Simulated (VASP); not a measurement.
# GaN (P6_3mc) in VASP: single point with PBE

Aim: the single point of GaN with PBE.

Program: VASP 6.6.1. These are calculated values, not measurements. Logs are shortened: lines on timing, memory, paths and dates and some standing lists are left out, and cuts for length are marked.

## (1) The cell of the first run

It takes space group P6_3mc (No. 186, hexagonal). The conventional cell has a = 3.180 Å, b = 3.180 Å, c = 5.166 Å, α = 90.00°, β = 90.00°, γ = 120.00°. Ga (site symmetry 3m) has 4 N at 1.94 to 1.95 Å within 2.6 Å. Within 2.6 Å of N (site symmetry 3m) lie 4 Ga at 1.94 to 1.95 Å.

## (2) Single point, PBE

INCAR reads:

```
ALGO = Normal
EDIFF = 1E-6
ENCUT = 600
GGA = PE
GGA_COMPAT = F
ISIF = 2
ISMEAR = 0
LASPH = T
LCHARG = F
LREAL = F
LWAVE = F
NBANDS = 26
NELM = 120
PREC = Accurate
SIGMA = 0.01
```

KPOINTS reads:

```
k-points
0
Gamma
  6 6 2
```

POSCAR reads:

```
GaN
1.0
    3.1800000000      0.0000000000      0.0000000000
   -1.5900000000      2.7539600000      0.0000000000
    0.0000000000      0.0000000000      5.1660000000
Ga N
2 2
Direct
    0.3333333333      0.6666666667      0.0000000000
    0.6666666667      0.3333333333      0.5000000000
    0.3333333333      0.6666666667      0.3750000000
    0.6666666667      0.3333333333      0.8750000000
```

Potentials or basis: VASP PAW PBE potentials, release 64 (Ga_d, N).

On the command line:

```console
$ cat potpaw_PBE.64/Ga_d/POTCAR potpaw_PBE.64/N/POTCAR > POTCAR
$ mpirun -np 1 vasp_std > vasp.out
```

OUTCAR:

```text
EDIFF = 1E-6
   ENCUT = 600
   GGA = PE
   ISIF = 2
   ISMEAR = 0
   LASPH = T
   LREAL = F
   NELM = 120
   PREC = Accurate

 ion  position               nearest neighbor table
   1  0.333  0.667  0.000-   3 1.94   4 1.95   4 1.95   4 1.95
   2  0.667  0.333  0.500-   4 1.94   3 1.95   3 1.95   3 1.95
   3  0.333  0.667  0.375-   1 1.94   2 1.95   2 1.95   2 1.95
   4  0.667  0.333  0.875-   2 1.94   1 1.95   1 1.95   1 1.95

  LATTYP: Found a hexagonal cell.
 ALAT       =     3.1800000000
 C/A-ratio  =     1.6245283019

  Lattice vectors:

 A1 = (   3.1800000000,   0.0000000000,   0.0000000000)
 A2 = (  -1.5900000000,   2.7539600000,   0.0000000000)
 A3 = (   0.0000000000,   0.0000000000,   5.1660000000)

Analysis of symmetry for initial positions (statically):
=====================================================================
 Subroutine PRICEL returns:
 Original cell was already a primitive cell.

 Routine SETGRP: Setting up the symmetry group for a
 hexagonal supercell.

 Subroutine GETGRP returns: Found 12 space group operations
 (whereof  6 operations were pure point group operations)
 out of a pool of 24 trial point group operations.

The static configuration has the point symmetry C_3v.
 The point group associated with its full space group is C_6v.

Analysis of symmetry for dynamics (positions and initial velocities):
=====================================================================
 Subroutine PRICEL returns:
 Original cell was already a primitive cell.

 Routine SETGRP: Setting up the symmetry group for a
 hexagonal supercell.

 Subroutine GETGRP returns: Found 12 space group operations
 (whereof  6 operations were pure point group operations)
 out of a pool of 24 trial point group operations.

The dynamic configuration has the point symmetry C_3v.
 The point group associated with its full space group is C_6v.

 Subroutine INISYM returns: Found 12 space group operations
 (whereof  6 operations are pure point group operations),
 and found     1 'primitive' translations

----------------------------------------------------------------------------------------

                                     Primitive cell
[... 78 lines left out ...]
   ISPIN  =      1    spin polarized calculation?
   LNONCOLLINEAR =      F non collinear calculations
   LSORBIT =      F    spin-orbit coupling
   LASPH  =      T    aspherical Exc in radial PAW
   ENCUT  =  600.0 eV  44.10 Ry    6.64 a.u.   6.35  6.35 10.32*2*pi/ulx,y,z
   NELM   =    120;   NELMIN=  2; NELMDL= -5     # of ELM steps
   EDIFF  = 0.1E-05   stopping-criterion for ELM
   LREAL  =      F    real-space projection
   EDIFFG = 0.1E-04   stopping-criterion for IOM
   NSW    =      0    number of steps for IOM
   IBRION =     -1    ionic relax: 0-MD 1-quasi-New 2-CG
   NFREE  =      0    steps in history (QN), initial steepest desc. (CG)
   ISIF   =      2    stress and relaxation
   ISYM   =      2    0-nonsym 1-usesym 2-fastsym
   POTIM  = 0.5000    time-step for ionic-motion
   TEBEG  =    0.0;   TEEND  =   0.0 temperature during run
   PSTRESS=    0.0 pullay stress
   NELECT =      36.0000    total number of electrons
   NUPDOWN=      -1.0000    fix difference up-down
   EMIN   =  10.00;   EMAX   =-10.00  energy-range for DOS
   EFERMI =   0.00;   METHOD = LEGACY
   ISMEAR =     0;   SIGMA  =   0.01  broadening in eV -4-tet -1-fermi 0-gaus
   EFERMI_NEDOS =   21; number of points for ismear=-14 and -15
   IALGO  =     38    algorithm
   IMIX   =      4    mixing-type and parameters
     AMIX     =   0.40;   BMIX     =  1.00
     AMIX_MAG =   1.60;   BMIX_MAG =  1.00
  volume/ion in A,a.u.               =      11.31        76.33
  Fermi-wavevector in a.u.,A,eV,Ry     =   1.517036  2.866783 31.312433  2.301399
  Thomas-Fermi vector in A             =   2.626346
   LORBIT       =      0    0 simple, 1 ext, 2 COOP (PROOUT), +10 PAW based schemes
   GGA     = PE    functional components
   LHFCALC =     F    Hartree Fock is set to
   AEXX    =    0.0000 exact exchange contribution
   IVDW    =     0    specifies the selected vdW correction
   LEPSILON=     F    determine dielectric tensor
   LRPA    =     F    only Hartree local field effects (RPA)
 non-spin polarized calculation
 Gauss-broadening in eV      SIGMA  =   0.01
  energy-cutoff  :      600.00
  volume of cell :       45.24
 maximum number of plane-waves:      1530
 NGX is ok and might be reduce to    28
   NGX = 13   NGY = 13   NGZ = 21

 number of electron      35.9999995 magnetization

 Free energy of the ion-electron system (eV)
  ---------------------------------------------------
  ext. energy  EPLUGINS =         0.00000000
  ---------------------------------------------------
  free energy    TOTEN  =       -24.28320688 eV

  energy without entropy =      -24.28320688  energy(sigma->0) =      -24.28320688

 E-fermi :   5.4759     XC(G=0): -11.7216

 val. band max:        5.4330742934   @ k =   0.0000   0.0000   0.0000
 cond. band min:       7.4060691351   @ k =   0.0000   0.0000   0.0000
 fundamental gap:      1.9729948416
 Fermi energy:         5.4758822259

 k-point     1 :       0.0000    0.0000    0.0000
  band No.  band energies     occupation
      1     -10.6376      2.00000
      2      -9.6778      2.00000
      3      -8.0242      2.00000
      4      -8.0028      2.00000
      5      -8.0028      2.00000
      6      -7.9382      2.00000
[... 395 lines left out ...]
     25      19.4872      0.00000
     26      19.4904      0.00000

------------------------ aborting loop because EDIFF is reached ----------------------------------------

  FORCE on cell =-STRESS in cart. coord.  units (eV):
  Direction    XX          YY          ZZ          XY          YZ          ZX
  --------------------------------------------------------------------------------------
  -------------------------------------------------------------------------------------
  Total        1.8045392      1.8045381      2.4337188      0.0000000     -0.0000000      0.0000000
  in kB       63.9054274     63.9053910     86.1870133      0.0000000     -0.0000000      0.0000000
  external PRESSURE =      71.3326106 kB  Pullay stress =       0.0000000 kB

 VOLUME and BASIS-vectors are now :
 -----------------------------------------------------------------------------
  energy-cutoff  :      600.00
  volume of cell :       45.24
      direct lattice vectors                 reciprocal lattice vectors
     3.180000000  0.000000000  0.000000000     0.314465409  0.181556740  0.000000000
    -1.590000000  2.753960000  0.000000000     0.000000000  0.363113480  0.000000000
     0.000000000  0.000000000  5.166000000     0.000000000  0.000000000  0.193573364

 POSITION                                       TOTAL-FORCE (eV/Angst)
 -----------------------------------------------------------------------------------
     -0.00000      1.83597      0.00000         0.000000     -0.000000     -0.132032
      1.59000      0.91799      2.58300        -0.000000     -0.000000     -0.132032
     -0.00000      1.83597      1.93725        -0.000000      0.000000      0.132032
      1.59000      0.91799      4.52025         0.000000     -0.000000      0.132032
 -----------------------------------------------------------------------------------
    total drift:                               -0.000000     -0.000000     -0.000219

  FREE ENERGIE OF THE ION-ELECTRON SYSTEM (eV)
  ---------------------------------------------------
  free  energy   TOTEN  =       -24.2832068796 eV

  energy  without entropy=      -24.2832068796  energy(sigma->0) =      -24.28320688
```

OSZICAR:

```text
N       E                     dE             d eps       ncg     rms          rms(c)
DAV:   1     0.291013900852E+03    0.29101E+03   -0.19163E+04   800   0.284E+03
DAV:   2     0.996113307014E+01   -0.28105E+03   -0.26544E+03   776   0.515E+02
DAV:   3    -0.270196582044E+02   -0.36981E+02   -0.36401E+02   874   0.151E+02
DAV:   4    -0.283062538870E+02   -0.12866E+01   -0.12807E+01   848   0.300E+01
DAV:   5    -0.283367561601E+02   -0.30502E-01   -0.30466E-01   916   0.444E+00    0.110E+01
DAV:   6    -0.241942423787E+02    0.41425E+01   -0.10134E+01  1208   0.499E+01    0.302E+00
DAV:   7    -0.243014813987E+02   -0.10724E+00   -0.15170E+00   766   0.956E+00    0.271E+00
DAV:   8    -0.242976672965E+02    0.38141E-02   -0.14804E-01  1114   0.554E+00    0.777E-01
DAV:   9    -0.242825977000E+02    0.15070E-01   -0.56451E-02  1162   0.407E+00    0.337E-01
DAV:  10    -0.242833918263E+02   -0.79413E-03   -0.35589E-03   832   0.591E-01    0.918E-02
DAV:  11    -0.242831969319E+02    0.19489E-03   -0.12340E-03  1080   0.637E-01    0.372E-02
DAV:  12    -0.242832080778E+02   -0.11146E-04   -0.14733E-04   790   0.865E-02    0.315E-02
DAV:  13    -0.242832120036E+02   -0.39258E-05   -0.83172E-05  1086   0.961E-02    0.380E-02
DAV:  14    -0.242832069080E+02    0.50956E-05   -0.17524E-05   856   0.369E-02    0.139E-02
DAV:  15    -0.242832068796E+02    0.28384E-07   -0.15487E-06   680   0.836E-03
   1 F= -.24283207E+02 E0= -.24283207E+02  d E =-.172366E-11
```

It took 32 s on 1 thread of Intel Xeon Platinum 8259CL at 2.50GHz (Skylake/Cascade Lake), shared host; peak memory 0.18 GiB.

What came out:

| Quantity | Value |
| --- | --- |
| Free energy | -24.2832 eV |
| Pressure | 7.1 GPa |
| Largest force | 0.132 eV/Å |
| Band gap on the k mesh | 1.97 eV, direct |

Forces in eV/Å, atoms in the order of the input:
```
Ga   0.000  0.000 -0.132
Ga   0.000  0.000 -0.132
N    0.000  0.000  0.132
N    0.000  0.000  0.132
```

Stress tensor (GPa, compression positive):
```
6.39 0.00 0.00
0.00 6.39 0.00
0.00 0.00 8.62
```

Caveat: the k points lie up to 0.61 Å⁻¹ apart.
